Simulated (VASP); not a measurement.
Write the native input for VASP 6.6.1 that does the following.

* Task: single point
* Functional: PBE
* Potentials or basis: VASP PAW PBE potentials, release 64 (Li_sv, H)
* Cutoff: 520 eV
* k mesh: 10 × 10 × 10
* Occupations: fermi-dirac, width 0.02 eV
* Spin: no spin polarisation
* Dipole correction: no
* Further INCAR settings: ALGO = Normal; EDIFF = 1e-06; NBANDS = 9

The structure of LiH lies in POSCAR:

```
LiH
1.0
    2.6239898222      0.0000000000      0.0000000000
    0.0000000000      2.6239898222      0.0000000000
    0.0000000000      0.0000000000      2.6239898222
Li H
1 1
Direct
    0.0000000000      0.0000000000      0.0000000000
    0.5000000000      0.5000000000      0.5000000000
```

This cell differs from its parent crystal: strain +4.9%.

One way to write it, as run:

INCAR

```
SYSTEM = LiH
ALGO = Normal
EDIFF = 1E-6
ENCUT = 520
GGA = PE
ISIF = 2
ISMEAR = -1
LASPH = .TRUE.
LCHARG = .TRUE.
LELF = .TRUE.
LREAL = .FALSE.
LVHAR = .TRUE.
LWAVE = .FALSE.
NBANDS = 9
NELM = 80
PREC = Accurate
SIGMA = 0.02
```

KPOINTS

```
k-points
0
G
  10 10 10
  0 0 0
```

Potentials or basis: VASP PAW PBE potentials, release 64 (Li_sv, H).

The run is started by

```bash
$ cat potpaw_PBE.64/Li_sv/POTCAR potpaw_PBE.64/H/POTCAR > POTCAR
$ mpirun -np 1 vasp_std > vasp.out
```

Results of the run:

- Band gap on the k mesh: 0.78 eV (least direct gap 4.10 eV)

Caveat: the cell differs from its parent crystal (strain +4.9%); the structure was generated, so it needn't be the stable form of LiH.

Run time: 6.3 s on 1 thread of Intel(R) Xeon(R) Platinum 8375C CPU @ 2.90GHz (Ice Lake), on a shared host, peak memory 0.12 GiB.
